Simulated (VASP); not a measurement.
# Al3GaN4 (P1) in VASP: single point with HSE06

Aim: the single point of Al3GaN4 with HSE06.

All numbers are computed with VASP 6.6.1; they aren't measurements. Logs are shortened: lines on timing, memory, paths and dates and some standing lists are left out, and cuts for length are marked.

## 1. The cell of the first run

The typed cell holds 64 atoms: a = 8.814 Å, b = 8.814 Å, c = 8.814 Å, α = 90.00°, β = 90.00°, γ = 90.00°.

## 2. Single point, HSE06

File POSCAR:

```
Al3GaN4
1.0
    8.8142010000      0.0000000000      0.0000000000
    0.0000000000      8.8142010000      0.0000000000
    0.0000000000      0.0000000000      8.8142010000
Al Ga N
24 8 32
Direct
    0.9977670000      0.9997960000      0.9983380000
    0.9967260000      0.9998610000      0.5013310000
    0.9991660000      0.4999130000      0.9982480000
    0.9977330000      0.4998620000      0.5015010000
    0.5016990000      0.9998770000      0.9996470000
    0.5029100000      0.9999380000      0.5001610000
    0.2497350000      0.2508000000      0.9988550000
    0.2496350000      0.7493210000      0.9990780000
    0.7497660000      0.2490590000      0.9990660000
    0.7497570000      0.2492980000      0.5007630000
    0.7498350000      0.7504810000      0.9989010000
    0.7498210000      0.7507100000      0.5006660000
    0.2497390000      0.4998190000      0.2483450000
    0.2483470000      0.5000030000      0.7514420000
    0.7484470000      0.9998670000      0.2495730000
    0.7498200000      0.9998660000      0.7501090000
    0.7498510000      0.4998670000      0.2494970000
    0.7511370000      0.4999270000      0.7502600000
    0.9978590000      0.2505720000      0.7509150000
    0.9978850000      0.7494050000      0.7506680000
    0.5015830000      0.2494500000      0.2487120000
    0.5017170000      0.2491770000      0.7506960000
    0.5015380000      0.7507180000      0.2490610000
    0.5015240000      0.7504880000      0.7511460000
    0.5004790000      0.5001790000      0.9998570000
    0.5021110000      0.5002110000      0.5003330000
    0.2499870000      0.2508360000      0.5009970000
    0.2500070000      0.7492390000      0.5011420000
    0.2514470000      0.0001650000      0.2482290000
    0.2498760000      0.0001550000      0.7519980000
    0.9980110000      0.2506400000      0.2491460000
    0.9981420000      0.7491560000      0.2488950000
    0.1241420000      0.1249390000      0.1184000000
    0.1185010000      0.1249800000      0.6256440000
    0.1272680000      0.6218530000      0.1213400000
    0.1211670000      0.6220740000      0.6285890000
    0.6256360000      0.1251490000      0.1245380000
    0.6256700000      0.1251880000      0.6257720000
    0.6287990000      0.6283250000      0.1276910000
    0.6289040000      0.6284550000      0.6290540000
    0.3725410000      0.3716780000      0.1278630000
    0.3759060000      0.3758610000      0.6321320000
    0.3786300000      0.8715430000      0.1207820000
    0.3814380000      0.8757310000      0.6256030000
    0.8711880000      0.3784210000      0.1208120000
    0.8742840000      0.3746280000      0.6253960000
    0.8712480000      0.8783940000      0.1219040000
    0.8744880000      0.8748210000      0.6260340000
    0.3815300000      0.1253620000      0.3756930000
    0.3788730000      0.1284280000      0.8788570000
    0.3755960000      0.6249290000      0.3687850000
    0.3725300000      0.6280480000      0.8716140000
    0.8713210000      0.1220430000      0.3775390000
    0.8743440000      0.1251110000      0.8746780000
    0.8711820000      0.6220220000      0.3784150000
    0.8743710000      0.6251710000      0.8755070000
    0.1242840000      0.3814920000      0.3752460000
    0.1243490000      0.3746940000      0.8750010000
    0.1217470000      0.8783690000      0.3777170000
    0.1212160000      0.8715880000      0.8781260000
    0.6286520000      0.3716340000      0.3720120000
    0.6285310000      0.3726290000      0.8721430000
    0.6255470000      0.8747900000      0.3752170000
    0.6257310000      0.8756130000      0.8750910000
```

File INCAR.step1:

```
SYSTEM = Al3GaN4
PREC = Accurate
ENCUT = 520
EDIFF = 1E-5
ISMEAR = -1
SIGMA = 0.05
LREAL = Auto
LASPH = .True.
NELM = 100
ALGO = Normal
ISIF = 2
LWAVE = .True.
LCHARG = .False.
GGA = PE
ISYM = 0
NBANDS = 206
LUSENCCL = .False.
```

File INCAR.step2:

```
SYSTEM = Al3GaN4
PREC = Accurate
ENCUT = 520
EDIFF = 1E-6
ISMEAR = -1
SIGMA = 0.05
LREAL = Auto
LASPH = .True.
NELM = 100
ALGO = Normal
ISIF = 2
LWAVE = .False.
LCHARG = .False.
GGA = PE
LHFCALC = .True.
HFSCREEN = 0.2079
PRECFOCK = Fast
ISTART = 1
ISYM = 0
NBANDS = 206
LUSENCCL = .False.
```

File KPOINTS:

```
Automatic mesh
0
Gamma
  1 1 1
  0.25 0.25 0.25
```

Potentials or basis: VASP PAW PBE potentials, release 64 (Al, Ga_d, N).

Launch:

```console
cat potpaw_PBE.64/Al/POTCAR potpaw_PBE.64/Ga_d/POTCAR potpaw_PBE.64/N/POTCAR > POTCAR
cp INCAR.step1 INCAR
mpirun -np 1 vasp_std > vasp.out
cp INCAR.step2 INCAR
mpirun -np 1 vasp_std > vasp.out
```

OUTCAR:

```text
SYSTEM = Al3GaN4
   PREC = Accurate
   ENCUT = 520
   EDIFF = 1E-6
   ISMEAR = -1
   LREAL = Auto
   LASPH = .True.
   NELM = 100
   ISIF = 2
   GGA = PE
   LHFCALC = .True.
   HFSCREEN = 0.2079
   PRECFOCK = Fast
   ISTART = 1
   ISYM = 0

 ion  position               nearest neighbor table
   1  0.998  1.000  0.998-  47 1.89  33 1.89  60 1.89  54 1.90  16 3.09  11 3.10   9 3.10  20 3.10
                            19 3.11  30 3.11  15 3.12  32 3.12  31 3.13   8 3.13   7 3.13  29 3.14
   2  0.997  1.000  0.501-  59 1.88  34 1.89  53 1.89  48 1.89  16 3.09  12 3.09  10 3.09  20 3.12
                            15 3.12  19 3.12  31 3.13  32 3.14  30 3.14  28 3.14  27 3.14
   3  0.999  0.500  0.998-  45 1.89  56 1.90  35 1.90  58 1.90  14 3.09  18 3.09  19 3.10  20 3.10
                             7 3.11   8 3.12  32 3.12  11 3.12  31 3.12   9 3.12  17 3.12  13 3.12
   4  0.998  0.500  0.502-  57 1.89  55 1.89  46 1.90  36 1.90  18 3.09  10 3.11  19 3.11  20 3.11
                            12 3.11  17 3.12  14 3.12  27 3.12  31 3.13  28 3.13  32 3.13  13 3.15
   5  0.502  1.000  1.000-  50 1.89  43 1.90  64 1.90  37 1.90  15 3.10   9 3.10  11 3.10  16 3.10
                            24 3.10  22 3.11  23 3.11  21 3.11  29 3.11  30 3.11   8 3.13   7 3.13
   6  0.503  1.000  0.500-  44 1.89  49 1.89  63 1.90  38 1.90  12 3.09  15 3.09  10 3.09  16 3.10
                            22 3.11  23 3.12  24 3.12  21 3.12  29 3.14  28 3.14  27 3.14
   7  0.250  0.251  0.999-  33 1.89  50 1.89  41 1.90  58 1.90  14 3.10  30 3.10  13 3.11   3 3.11
                            19 3.12  29 3.12  25 3.12  22 3.12  21 3.13  31 3.13   5 3.13   1 3.13
   8  0.250  0.749  0.999-  52 1.89  60 1.89  35 1.89  43 1.90  14 3.10  30 3.10  13 3.11  24 3.12
                             3 3.12  25 3.12  29 3.12  20 3.12  32 3.12  23 3.13   1 3.13   5 3.13
   9  0.750  0.249  0.999-  62 1.89  45 1.90  54 1.90  37 1.90  19 3.09  22 3.09   5 3.10   1 3.10
[... 27 lines left out ...]
  23  0.502  0.751  0.249-  39 1.89  51 1.89  43 1.89  63 1.90  15 3.09  11 3.11   5 3.11  17 3.11
                            29 3.11  25 3.11  12 3.12   6 3.12  26 3.13   8 3.13  13 3.13  28 3.14
  24  0.502  0.750  0.751-  44 1.89  40 1.89  52 1.89  64 1.90  11 3.09  16 3.10   5 3.10  12 3.11
                            25 3.11   8 3.12  18 3.12   6 3.12  26 3.12  30 3.12  28 3.13  14 3.14
  25  0.500  0.500  1.000-  62 1.95  52 1.95  39 1.96  41 1.96  17 3.11  24 3.11  13 3.11  21 3.11
                            11 3.11  23 3.11   8 3.12   7 3.12  22 3.12  18 3.12   9 3.12  14 3.12
  26  0.502  0.500  0.500-  42 1.95  51 1.95  61 1.95  40 1.95  12 3.11  10 3.11  17 3.11  18 3.11
                            24 3.12  22 3.13  23 3.13  21 3.13
  27  0.250  0.251  0.501-  34 1.94  42 1.94  57 1.94  49 1.95  14 3.11   4 3.12  22 3.13  13 3.13
                            19 3.13   6 3.14  21 3.14   2 3.14
  28  0.250  0.749  0.501-  59 1.94  51 1.95  44 1.95  36 1.95  14 3.11  24 3.13  20 3.13   4 3.13
                            13 3.13   6 3.14  23 3.14   2 3.14
  29  0.251  0.000  0.248-  59 1.94  33 1.94  49 1.95  43 1.95   5 3.11  21 3.11  23 3.11   8 3.12
                             7 3.12   6 3.14   1 3.14
  30  0.250  0.000  0.752-  44 1.95  34 1.95  60 1.95  50 1.95   7 3.10   8 3.10   1 3.11   5 3.11
                            22 3.12  24 3.12  19 3.13  20 3.13   2 3.14
  31  0.998  0.251  0.249-  33 1.95  45 1.95  57 1.95  53 1.95  17 3.10   9 3.11  10 3.12   3 3.12
                            15 3.12  13 3.12   4 3.13   1 3.13   7 3.13   2 3.13
  32  0.998  0.749  0.249-  59 1.94  47 1.95  55 1.95  35 1.95  17 3.10  11 3.11   3 3.12  12 3.12
                            15 3.12  13 3.12   1 3.12   8 3.12   4 3.13   2 3.14
  33  0.124  0.125  0.118-   7 1.89   1 1.89  29 1.94  31 1.95
  34  0.119  0.125  0.626-   2 1.89  19 1.89  27 1.94  30 1.95
  35  0.127  0.622  0.121-  13 1.89   8 1.89   3 1.90  32 1.95
  36  0.121  0.622  0.629-  14 1.89  20 1.90   4 1.90  28 1.95
  37  0.626  0.125  0.125-  21 1.90  15 1.90   9 1.90   5 1.90
  38  0.626  0.125  0.626-  22 1.90  10 1.90   6 1.90  16 1.90
[... 24 lines left out ...]
  63  0.626  0.875  0.375-   6 1.90  15 1.90  12 1.90  23 1.90
  64  0.626  0.876  0.875-   5 1.90  11 1.90  24 1.90  16 1.90

IMPORTANT INFORMATION: All symmetrisations will be switched off!
NOSYMM: (Re-)initialisation of all symmetry stuff for point group C_1.

----------------------------------------------------------------------------------------

                                     Primitive cell

  volume of cell :     684.7765

  direct lattice vectors                    reciprocal lattice vectors
     8.814201000  0.000000000  0.000000000     0.113453278  0.000000000  0.000000000
     0.000000000  8.814201000  0.000000000     0.000000000  0.113453278  0.000000000
     0.000000000  0.000000000  8.814201000     0.000000000  0.000000000  0.113453278

  length of vectors
     8.814201000  8.814201000  8.814201000     0.113453278  0.113453278  0.113453278

[... 176 lines left out ...]
   ICHARG =      0    charge: 1-file 2-atom 10-const
   ISPIN  =      1    spin polarized calculation?
   LNONCOLLINEAR =      F non collinear calculations
   LSORBIT =      F    spin-orbit coupling
   LASPH  =      T    aspherical Exc in radial PAW
   ENCUT  =  520.0 eV  38.22 Ry    6.18 a.u.  16.39 16.39 16.39*2*pi/ulx,y,z
   NELM   =    100;   NELMIN=  2; NELMDL=  0     # of ELM steps
   EDIFF  = 0.1E-05   stopping-criterion for ELM
   LREAL  =      T    real-space projection
   EDIFFG = 0.1E-04   stopping-criterion for IOM
   NSW    =      0    number of steps for IOM
   IBRION =     -1    ionic relax: 0-MD 1-quasi-New 2-CG
   NFREE  =      0    steps in history (QN), initial steepest desc. (CG)
   ISIF   =      2    stress and relaxation
   ISYM   =      0    0-nonsym 1-usesym 2-fastsym
   POTIM  = 0.5000    time-step for ionic-motion
   TEBEG  =    0.0;   TEEND  =   0.0 temperature during run
   PSTRESS=    0.0 pullay stress
   NELECT =     336.0000    total number of electrons
   NUPDOWN=      -1.0000    fix difference up-down
   EMIN   =  10.00;   EMAX   =-10.00  energy-range for DOS
   EFERMI =   0.00;   METHOD = LEGACY
   ISMEAR =    -1;   SIGMA  =   0.05  broadening in eV -4-tet -1-fermi 0-gaus
   EFERMI_NEDOS =   21; number of points for ismear=-14 and -15
   IALGO  =     38    algorithm
   IMIX   =      1    mixing-type and parameters
     AMIX     =   0.40;   BMIX     =  1.00
     AMIX_MAG =   1.60;   BMIX_MAG =  1.00
  volume/ion in A,a.u.               =      10.70        72.20
  Fermi-wavevector in a.u.,A,eV,Ry     =   1.291234  2.440079 22.684795  1.667285
  Thomas-Fermi vector in A             =   2.423017
   LORBIT       =      0    0 simple, 1 ext, 2 COOP (PROOUT), +10 PAW based schemes
   GGA     = PE    functional components
   LHFCALC =     T    Hartree Fock is set to
   PRECFOCK=fast      Normal, Fast or Accurate (Low or Medium for compatibility)
   ENCUT4O =  -1.0   cutoff for four orbital integrals eV
   NKREDX  =     1    reduce k-point grid by
   NKREDY  =     1    reduce k-point grid by
   NKREDZ  =     1    reduce k-point grid by
   AEXX    =    0.2500 exact exchange contribution
   HFSCREEN=    0.2079 screening length (either q_TF or 0.3 A-1)
   HFSCREENC=   0.2079 screening length for correlation (either q_TF or 0.3 A-1)
   ENCUTFOCK=  -1.0 apply spherical cutoff to Coloumb kernel
   IVDW    =     0    specifies the selected vdW correction
   LEPSILON=     F    determine dielectric tensor
   LRPA    =     F    only Hartree local field effects (RPA)
 non-spin polarized calculation
  energy-cutoff  :      520.00
  volume of cell :      684.78
 maximum number of plane-waves:     18430
 NGX is ok and might be reduce to    70
  NGX = 36; NGY = 36; NGZ = 36

 number of electron     336.0000065 magnetization

 Free energy of the ion-electron system (eV)
  ---------------------------------------------------
  ext. energy  EPLUGINS =         0.00000000
  ---------------------------------------------------
  free energy    TOTEN  =      -535.41588929 eV

  energy without entropy =     -535.41588929  energy(sigma->0) =     -535.41588929

 E-fermi :   6.0601     XC(G=0):  -9.1551

 val. band max:        4.8040153512   @ k =  -0.2500   0.2500   0.2500
 cond. band min:      10.2524460462   @ k =   0.2500   0.2500   0.2500
 fundamental gap:      5.4484306950
 Fermi energy:         6.0601103741

 k-point     1 :       0.2500    0.2500    0.2500
  band No.  band energies     occupation
      1     -11.6459      2.00000
      2     -11.2988      2.00000
      3     -11.2204      2.00000
      4     -11.1924      2.00000
      5     -11.1109      2.00000
      6     -11.0583      2.00000
[... 721 lines left out ...]
    179      11.9955      0.00000
    180      12.0086      0.00000
 [bands above 180 left out]

------------------------ aborting loop because EDIFF is reached ----------------------------------------

  FORCE on cell =-STRESS in cart. coord.  units (eV):
  Direction    XX          YY          ZZ          XY          YZ          ZX
  --------------------------------------------------------------------------------------
  -------------------------------------------------------------------------------------
  Total       -6.1782413     -5.9785414     -6.1179835     -0.3907372     -0.3886542     -0.3642609
  in kB      -14.4552829    -13.9880434    -14.3142974     -0.9142111     -0.9093376     -0.8522643
  external PRESSURE =     -14.2525412 kB  Pullay stress =       0.0000000 kB

 VOLUME and BASIS-vectors are now :
 -----------------------------------------------------------------------------
  energy-cutoff  :      520.00
  volume of cell :      684.78
      direct lattice vectors                 reciprocal lattice vectors
     8.814201000  0.000000000  0.000000000     0.113453278  0.000000000  0.000000000
     0.000000000  8.814201000  0.000000000     0.000000000  0.113453278  0.000000000
     0.000000000  0.000000000  8.814201000     0.000000000  0.000000000  0.113453278

 POSITION                                       TOTAL-FORCE (eV/Angst)
 -----------------------------------------------------------------------------------
      8.79452      8.81240      8.79955         0.028027      0.023156      0.023597
      8.78534      8.81298      4.41883         0.035630      0.032622      0.024473
      8.80685      4.40633      8.79876         0.024714      0.015616      0.020335
      8.79422      4.40588      4.42033         0.029034      0.027067      0.024861
      4.42208      8.81312      8.81109         0.036774      0.032238      0.027605
      4.43275      8.81365      4.40852         0.023900      0.044937      0.046955
[... 56 lines left out ...]
      5.51370      7.71057      3.30724        -0.029588     -0.035824     -0.042105
      5.51532      7.71783      7.71323        -0.032712     -0.035595     -0.020640
 -----------------------------------------------------------------------------------
    total drift:                                0.000212      0.001980     -0.000769

  FREE ENERGIE OF THE ION-ELECTRON SYSTEM (eV)
  ---------------------------------------------------
  free  energy   TOTEN  =      -535.4158892880 eV

  energy  without entropy=     -535.4158892879  energy(sigma->0) =     -535.41588929
```

Run time: 32 min. Hardware: 1 × NVIDIA H100 80GB with 1 thread of AMD EPYC 7R13 (Zen 3), shared host; peak memory 1.7 GiB.

What came out:

```yaml
Free_energy: -535.4159 eV
Pressure: -1.4 GPa
Largest_force: 0.082 eV/Å
Band_gap_on_the_k_mesh: 5.45 eV
```

Forces in eV/Å, atoms in the order of the input:
```
Al   0.028  0.023  0.024
Al   0.036  0.033  0.024
Al   0.025  0.016  0.020
Al   0.029  0.027  0.025
Al   0.037  0.032  0.028
Al   0.024  0.045  0.047
Al   0.027  0.012  0.049
Al   0.031 -0.004  0.004
Al   0.017  0.050  0.004
Al   0.025  0.016  0.024
Al   0.026  0.041  0.034
Al   0.030  0.018  0.046
Al   0.029  0.021  0.029
Al   0.031  0.026  0.019
Al   0.025  0.031  0.034
Al   0.024  0.036  0.025
Al   0.023  0.019  0.036
Al   0.026  0.025  0.029
Al   0.036  0.018  0.012
Al   0.027  0.002  0.035
Al   0.029  0.017  0.058
Al   0.032  0.059  0.047
Al   0.033  0.010  0.027
Al   0.036  0.048  0.012
Ga   0.005 -0.004 -0.004
Ga   0.010  0.004  0.006
Ga   0.003  0.006  0.019
Ga   0.006  0.006 -0.006
Ga  -0.004  0.008  0.008
Ga   0.006  0.012 -0.007
Ga   0.000  0.007 -0.008
Ga  -0.006  0.005  0.010
N    0.003  0.006 -0.079
N   -0.077  0.002  0.007
N    0.015 -0.043 -0.045
N   -0.052 -0.046  0.029
N   -0.029 -0.041 -0.036
N   -0.030 -0.042 -0.031
N   -0.005 -0.002 -0.018
N   -0.007 -0.010 -0.008
N   -0.054 -0.048  0.018
N   -0.028 -0.032  0.055
N    0.022 -0.040 -0.046
N    0.055 -0.026 -0.032
N   -0.040  0.028 -0.046
N   -0.034 -0.026 -0.035
N   -0.049  0.024 -0.049
N   -0.036 -0.035 -0.028
N    0.053 -0.034 -0.035
N   -0.006 -0.016 -0.013
N    0.003  0.009 -0.082
N   -0.052  0.029 -0.044
N   -0.050 -0.058  0.016
N   -0.036 -0.039 -0.026
N   -0.044 -0.043  0.022
N   -0.033 -0.025 -0.024
N   -0.027  0.052 -0.031
N   -0.039 -0.029 -0.027
N   -0.061  0.033  0.034
N   -0.057 -0.043  0.020
N    0.023 -0.043 -0.062
N    0.028 -0.056 -0.053
N   -0.030 -0.036 -0.042
N   -0.033 -0.036 -0.021
```

Caveat: the PAW data sets were made with another functional, which shifts forces and pressure a little; a shifted mesh leaves out Γ, where band edges can lie.
